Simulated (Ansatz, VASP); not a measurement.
**Au: VASP beside Ansatz**

```xyz
1
Lattice="-1.6573 1.6573 1.6573 1.6573 -1.6573 1.6573 1.6573 1.6573 -1.6573" Properties=species:S:1:pos:R:3 pbc="T T T"
Au    0.0000    0.0000    0.0000
```

Alike in both runs: task relaxation of cell and atoms; functional RPBE; dispersion D4; k mesh 11 × 11 × 11; occupations fermi-dirac, width 0.05 eV; no spin polarisation.

|  | VASP | Ansatz |
| --- | --- | --- |
| version | VASP 6.6.1 | Ansatz 0.2.0 |
| potentials or method | VASP PAW PBE potentials, release 64 (Au) | Ansatz PAW |
| plane-wave cutoff (eV) | 600 | 420 |
| valence electrons in the cell | 11 | 19 |

Ansatz gave:

| Item | Value |
| --- | --- |
| gap on the k mesh at the Fermi level, each at its own relaxed structure (eV) | none |
| relaxed volume (Å³/atom) | 17.29 |
| relaxed cell length with the largest relative difference (Å) | 2.822 |

Problem. Which values does VASP return?

Solution. gap on the k mesh at the Fermi level, each at its own relaxed structure (eV): none; relaxed volume (Å³/atom): 17.27; relaxed cell length with the largest relative difference (Å): 2.820.

VASP's potentials were made for PBE, not for RPBE. A gap of «none» marks a metal or a gap that the smearing closes. VASP's potentials hold 11 valence electrons a cell and Ansatz's 19, so a difference there can come from the potentials and not from the codes.

Neither program's run includes spin-orbit coupling. Noted on Ansatz's run: the plane-wave basis is chosen anew once the cell has moved, so the energies of steps on either side of that aren't comparable.
